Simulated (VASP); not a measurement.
# Sn3Se (Pm-3m) in VASP: vibrations by perturbation theory with PBEsol

Aim: the vibrations by perturbation theory of Sn3Se with PBEsol.

All numbers are computed with VASP 6.6.1; they aren't measurements. Logs are shortened: lines on timing, memory, paths and dates and some standing lists are left out, and cuts for length are marked.

## Step 1: The cell of the first run

It takes space group Pm-3m (No. 221, cubic). The conventional cell has a = 4.742 Å, b = 4.742 Å, c = 4.742 Å, α = 90.00°, β = 90.00°, γ = 90.00°. Sn (site symmetry 4/mmm) has 8 Sn at 3.35 Å and 4 Se at 3.35 Å within 4.4 Å. Se (site symmetry m-3m) has 12 Sn at 3.35 Å within 4.4 Å.

## Step 2: Vibrations by perturbation theory, PBEsol

INCAR

```
PREC     = Accurate       # precision mode
ENCUT    = 520            # plane-wave cutoff, eV
EDIFF    = 1E-8           # SCF threshold, eV
ISMEAR   = -1             # smearing method
SIGMA    = 0.05           # smearing width, eV
LREAL    = False          # projectors in reciprocal space
LASPH    = True           # aspherical terms in the spheres
NELM     = 60             # most SCF steps
ALGO     = Normal         # electronic algorithm
ISIF     = 2              # what is computed and relaxed
LWAVE    = False          # write WAVECAR
LCHARG   = False          # write CHGCAR
GGA      = PS             # functional
IBRION   = 8              # ionic algorithm
NSW      = 1              # ionic steps
```

KPOINTS

```
regular mesh
0
Gamma
  6 6 6
```

POSCAR

```
Sn3Se
1.0
    4.7418790000      0.0000000000      0.0000000000
    0.0000000000      4.7418790000      0.0000000000
    0.0000000000      0.0000000000      4.7418790000
Sn Se
3 1
Direct
    0.5000000000      0.5000000000      0.0000000000
    0.5000000000      0.0000000000      0.5000000000
    0.0000000000      0.5000000000      0.5000000000
    0.0000000000      0.0000000000      0.0000000000
```

Potentials or basis: VASP PAW PBE potentials, release 64 (Sn_d, Se).

Started as:

```console
cat potpaw_PBE.64/Sn_d/POTCAR potpaw_PBE.64/Se/POTCAR > POTCAR
mpirun -np 1 vasp_std > vasp.out
```

OUTCAR:

```text
PREC = Accurate
   ENCUT = 520
   EDIFF = 1E-8
   ISMEAR = -1
   LREAL = False
   LASPH = True
   NELM = 60
   ISIF = 2
   GGA = PS
   IBRION = 8
   NSW = 1

 ion  position               nearest neighbor table
   1  0.500  0.500  0.000-   2 3.35   3 3.35   2 3.35   3 3.35   2 3.35   2 3.35   3 3.35   3 3.35

   2  0.500  0.000  0.500-   1 3.35   3 3.35   1 3.35   1 3.35   3 3.35   1 3.35   3 3.35   3 3.35

   3  0.000  0.500  0.500-   1 3.35   2 3.35   1 3.35   2 3.35   1 3.35   2 3.35   1 3.35   2 3.35

   4  0.000  0.000  0.000-

  LATTYP: Found a simple cubic cell.
 ALAT       =     4.7418790000

  Lattice vectors:

 A1 = (   4.7418790000,   0.0000000000,   0.0000000000)
 A2 = (   0.0000000000,   4.7418790000,   0.0000000000)
 A3 = (   0.0000000000,   0.0000000000,   4.7418790000)

Analysis of symmetry for initial positions (statically):
=====================================================================
 Subroutine PRICEL returns:
 Original cell was already a primitive cell.

 Routine SETGRP: Setting up the symmetry group for a
 simple cubic supercell.

 Subroutine GETGRP returns: Found 48 space group operations
 (whereof 48 operations were pure point group operations)
 out of a pool of 48 trial point group operations.

The static configuration has the point symmetry O_h .

Analysis of symmetry for dynamics (positions and initial velocities):
=====================================================================
 Subroutine PRICEL returns:
 Original cell was already a primitive cell.

 Routine SETGRP: Setting up the symmetry group for a
 simple cubic supercell.

 Subroutine GETGRP returns: Found 48 space group operations
 (whereof 48 operations were pure point group operations)
[... 802 lines left out ...]
      0.00000      0.00000      0.00000         0.000000      0.000000      0.000000
 -----------------------------------------------------------------------------------
    total drift:                                0.000000      0.000000      0.000000

  FREE ENERGIE OF THE ION-ELECTRON SYSTEM (eV)
  ---------------------------------------------------
  free  energy   TOTEN  =       -16.5326580169 eV

  energy  without entropy=      -16.5122149525  energy(sigma->0) =      -16.52243648

[... ionic steps 2 to 12 ...]

--------------------------------------- Ionic step       13  -------------------------------------------

 Free energy of the ion-electron system (eV)
  ---------------------------------------------------
  ---------------------------------------------------
  free energy    TOTEN  =        -0.08631159 eV

  energy without entropy =       -0.08631158

------------------------ aborting loop because EDIFF is reached ----------------------------------------

 INTERNAL STRAIN TENSOR  FOR ION    4  DIRECTION 1   (eV/Angst):
 -----------------------------------------------------------------------------
     0.02901  0.00000 -0.00000
     0.00000  0.00087 -0.00000
    -0.00000 -0.00000  0.00087

 INTERNAL STRAIN TENSOR FOR ION    4 for displacements in x,y,z  (eV/Angst):
          X           Y           Z          XY          YZ          ZX
  --------------------------------------------------------------------------------
  x     0.00000     0.00000     0.00000     0.00000     0.00000     0.00000
  y     0.00000     0.00000     0.00000     0.00000     0.00000     0.00000
  z     0.00000     0.00000     0.00000     0.00000     0.00000     0.00000

 SECOND DERIVATIVES (NOT SYMMETRIZED)
 ------------------------------------
               1X          1Y          1Z          2X          2Y          2Z          3X          3Y          3Z          4X          4Y          4Z
  1X     0.146068    0.000000    0.000000   -1.245376    0.000000    0.000000    0.961314    0.000000    0.000000    0.137995    0.000000    0.000000
  1Y     0.000000    0.146068    0.000000    0.000000    0.961314    0.000000    0.000000   -1.245376    0.000000    0.000000    0.137995    0.000000
  1Z     0.000000   -0.000000   -1.414456    0.000000   -0.000000    0.962001   -0.000000    0.000000    0.962001   -0.000000   -0.000000   -0.509546
  2X    -1.245376    0.000000    0.000000    0.146068    0.000000    0.000000    0.961314    0.000000    0.000000    0.137995    0.000000    0.000000
  2Y    -0.000000    0.962001   -0.000000   -0.000000   -1.414456    0.000000   -0.000000    0.962001    0.000000   -0.000000   -0.509546   -0.000000
  2Z     0.000000    0.000000    0.961314    0.000000    0.000000    0.146068    0.000000    0.000000   -1.245376    0.000000    0.000000    0.137995
  3X     0.962001   -0.000000   -0.000000    0.962001   -0.000000    0.000000   -1.414456    0.000000   -0.000000   -0.509546   -0.000000   -0.000000
  3Y     0.000000   -1.245376    0.000000    0.000000    0.961314    0.000000    0.000000    0.146068    0.000000    0.000000    0.137995    0.000000
  3Z     0.000000    0.000000    0.961314    0.000000    0.000000   -1.245376    0.000000    0.000000    0.146068    0.000000    0.000000    0.137995
  4X     0.137408   -0.000000   -0.000000    0.137408   -0.000000   -0.000000   -0.510104   -0.000000   -0.000000    0.235288    0.000000   -0.000000
  4Y    -0.000000    0.137408   -0.000000   -0.000000   -0.510104   -0.000000   -0.000000    0.137408   -0.000000    0.000000    0.235288   -0.000000
  4Z     0.000000   -0.000000   -0.510104    0.000000    0.000000    0.137408   -0.000000   -0.000000    0.137408    0.000000   -0.000000    0.235288

 Eigenvectors and eigenvalues of the dynamical matrix
 ----------------------------------------------------

   1 f  =    2.380626 THz    14.957912 2PiTHz   79.409122 cm-1     9.845472 meV
             X         Y         Z           dx          dy          dz
      2.370939  2.370939  0.000000    -0.355443   -0.279576   -0.000000
      2.370939  0.000000  2.370939    -0.355443    0.459139   -0.000000
      0.000000  2.370939  2.370939     0.583732   -0.279576   -0.000000
      0.000000  0.000000  0.000000     0.156101    0.122782   -0.000000
[... 71 lines left out ...]
  12 f/i=    1.692544 THz    10.634567 2PiTHz   56.457188 cm-1     6.999796 meV
             X         Y         Z           dx          dy          dz
      2.370939  2.370939  0.000000     0.297838   -0.635417   -0.000000
      2.370939  0.000000  2.370939    -0.297838    0.000000   -0.086815
      0.000000  2.370939  2.370939     0.000000    0.635417    0.086815
      0.000000  0.000000  0.000000    -0.000000   -0.000000    0.000000

--------------------------------------------------------------------------------------------------------

 ELASTIC MODULI CONTR FROM IONIC RELAXATION (kBar)
 Direction    XX          YY          ZZ          XY          YZ          ZX
 --------------------------------------------------------------------------------
 XX           0.0000      0.0000      0.0000      0.0000      0.0000      0.0000
 YY           0.0000      0.0000      0.0000      0.0000      0.0000      0.0000
 ZZ           0.0000      0.0000      0.0000      0.0000      0.0000      0.0000
 XY           0.0000      0.0000      0.0000      0.0000      0.0000      0.0000
 YZ           0.0000      0.0000      0.0000      0.0000      0.0000      0.0000
 ZX           0.0000      0.0000      0.0000      0.0000      0.0000      0.0000
 --------------------------------------------------------------------------------
```

OSZICAR:

```text
N       E                     dE             d eps       ncg     rms          rms(c)
DAV:   1     0.437740925931E+03    0.43774E+03   -0.24518E+04  1124   0.253E+03
DAV:   2     0.406447870911E+02   -0.39710E+03   -0.39012E+03  1120   0.564E+02
DAV:   3    -0.135210391447E+02   -0.54166E+02   -0.51685E+02  1304   0.188E+02
DAV:   4    -0.165882101088E+02   -0.30672E+01   -0.29653E+01  1300   0.431E+01
[... 67 lines left out ...]
RMM:   8    -0.863112669330E-01    0.10127E-05    0.23594E-07  4097   0.175E-04    0.624E-05
RMM:   9    -0.863115615722E-01   -0.29464E-06    0.29174E-07  4151   0.784E-05    0.200E-05
RMM:  10    -0.863115781717E-01   -0.16599E-07    0.30384E-07  4319   0.427E-05    0.453E-06
RMM:  11    -0.863115878569E-01   -0.96853E-08    0.28045E-08  3920   0.324E-05    0.219E-06
 Linear response finished
```

Run time: 11 min. Hardware: 1 thread of Intel Xeon Platinum 8259CL at 2.50GHz (Skylake/Cascade Lake), shared host; peak memory 0.52 GiB.

Results:

* Highest phonon frequency at Γ, LO-TO splitting left out: 79 cm⁻¹
* Most unstable mode: 56i cm⁻¹

Phonon frequencies in cm⁻¹ (negative: imaginary):
```
              q point                             frequencies
(0.000, 0.000, 0.000)  -56 -56 -56 -37 -37 -37 0 0 0 79 79 79
```

Caveat: the cell stands under pressure or tension, which shifts response properties; some modes are imaginary; spin-orbit coupling is left out, which moves the levels of the heavy elements.
